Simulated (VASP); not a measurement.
Input of a VASP 6.6.1 run:

INCAR

```
PREC     = Accurate       # precision mode
ENCUT    = 520            # plane-wave cutoff, eV
EDIFF    = 1E-7           # SCF threshold, eV
ISMEAR   = 0              # smearing method
SIGMA    = 0.1            # smearing width, eV
LREAL    = F              # projectors in reciprocal space
LASPH    = T              # aspherical terms in the spheres
NELM     = 60             # most SCF steps
ALGO     = Normal         # electronic algorithm
ISIF     = 2              # what is computed and relaxed
LWAVE    = F              # write WAVECAR
LCHARG   = F              # write CHGCAR
GGA      = CA             # functional
NBANDS   = 24             # bands
```

KPOINTS

```
regular mesh
0
Gamma
  8 8 8
```

File POSCAR:

```
Au
1.0
   -2.1031100000      2.1031100000      4.5787370000
    2.1031100000     -2.1031100000      4.5787370000
    2.1031100000      2.1031100000     -4.5787370000
Au
3
Direct
    0.7500000000      0.2500000000      0.5000000000
    0.2500000000      0.7500000000      0.5000000000
    0.5000000000      0.5000000000      0.0000000000
```

Potentials or basis: VASP PAW LDA potentials, release 64 (Au).

The run is started by

```console
$ cat potpaw_LDA.64/Au/POTCAR > POTCAR
$ mpirun -np 1 vasp_std > vasp.out
```

Problem. Estimate the pressure.

Solution. -18.4 GPa.

Problem. Estimate the band gap on the k mesh.

Solution. Zero (an odd number of electrons rules out a gap without spin polarisation).

Stress tensor (GPa, compression positive):
```
-18.09   0.00   0.00
  0.00 -18.09   0.00
  0.00   0.00 -18.99
```

Caveat: the cell stands under tension; spin-orbit coupling is left out, which moves the levels of the heavy elements.
